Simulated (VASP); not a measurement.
Set up this calculation in VASP 6.6.1, as the native input.

```
Task                   : single point
Functional             : PBEsol
Potentials or basis    : VASP PAW PBE potentials, release 64 (Nb_sv)
Cutoff                 : 520 eV
k mesh                 : 20 × 20 × 20
Occupations            : gaussian, width 0.15 eV
Spin                   : no spin polarisation
Dipole correction      : no
Further INCAR settings : ALGO = Normal; EDIFF = 1e-07; NBANDS = 12
```

The structure of Nb lies in POSCAR:

```
Nb
1.0
    0.0000000000      2.0832750000      2.0832750000
    2.0832750000      0.0000000000      2.0832750000
    2.0832750000      2.0832750000      0.0000000000
Nb
1
Direct
    0.0000000000      0.0000000000      0.0000000000
```

This cell differs from its parent crystal: strain -0.015 along x and y, -0.015 along z.

One way to write it, as run:

INCAR

```
SYSTEM = Nb
ALGO     = Normal         ! electronic algorithm
EDIFF    = 1E-7           ! SCF threshold, eV
ENCUT    = 520            ! plane-wave cutoff, eV
GGA      = PS             ! functional
ISIF     = 2              ! what is computed and relaxed
ISMEAR   = 0              ! smearing method
LASPH    = .True.         ! aspherical terms in the spheres
LCHARG   = .False.        ! write CHGCAR
LREAL    = .False.        ! projectors in reciprocal space
LWAVE    = .False.        ! write WAVECAR
NBANDS   = 12             ! bands
NELM     = 60             ! most SCF steps
PREC     = Accurate       ! precision mode
SIGMA    = 0.15           ! smearing width, eV
```

KPOINTS

```
k-points
0
Gamma
  20 20 20
  0 0 0
```

Potentials or basis: VASP PAW PBE potentials, release 64 (Nb_sv).

The run is started by

```console
$ cat potpaw_PBE.64/Nb_sv/POTCAR > POTCAR
$ mpirun -np 1 vasp_std > vasp.out
```

It gave:

The pressure is 0.1 GPa.

Caveat: the cell differs from its parent crystal (strain -0.015 along x and y, -0.015 along z); the PAW data sets were made with another functional, which shifts forces and pressure a little.

Run time: 59 s on 1 thread of Intel Xeon 8259CL, on a shared host, peak memory 0.18 GiB.
